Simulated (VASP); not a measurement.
Crystal: Zn.

```
CELL_PARAMETERS angstrom
2.67000 0.00000 0.00000
-1.33500 2.31229 0.00000
0.00000 0.00000 4.96600
ATOMIC_POSITIONS crystal
Zn 0.33333 0.66667 0.25000
Zn 0.66667 0.33333 0.75000
```

* Program: VASP 6.6.1
* Task: relaxation of cell and atoms
* Functional: PBEsol
* Potentials or basis: VASP PAW PBE potentials, release 64 (Zn)
* Cutoff: 600 eV
* k mesh: 21 × 21 × 10
* Occupations: methfessel-paxton, width 0.1 eV
* Spin: no spin polarisation

At the start: pressure -5.6 GPa; volume 15.33 Å³/atom.

Task: Where does the relaxation end?

Result: Over 6 steps the energy falls by 21.4 meV/atom and the volume is 14.35 Å³/atom (-6.4 %); space group P6_3/mmc (No. 194, to 0.1 Å) before and after.

The path:
| step | energy change (eV) | largest force (eV/Å) | pressure (GPa) | volume (Å³) |
| --- | --- | --- | --- | --- |
| 1 | 0.0000 | 0.0000 | -5.57 | 30.66 |
| 2 | -0.0419 | 0.0000 | 1.06 | 28.35 |
| 3 | -0.0428 | 0.0000 | 0.10 | 28.62 |
| 4 | -0.0428 | 0.0000 | -0.04 | 28.66 |
| 5 | -0.0429 | 0.0000 | -0.08 | 28.68 |
| 6 | -0.0429 | 0.0000 | -0.09 | 28.70 |

Final structure:
```xyz
2
Lattice="2.5957 0.0000 0.0000 -1.2978 2.2479 0.0000 0.0000 0.0000 4.9180" Properties=species:S:1:pos:R:3 pbc="T T T"
Zn    0.0000    1.4986    1.2295
Zn    1.2978    0.7493    3.6885
```

Caveat: the PAW data sets were made with another functional, which shifts forces and pressure a little.
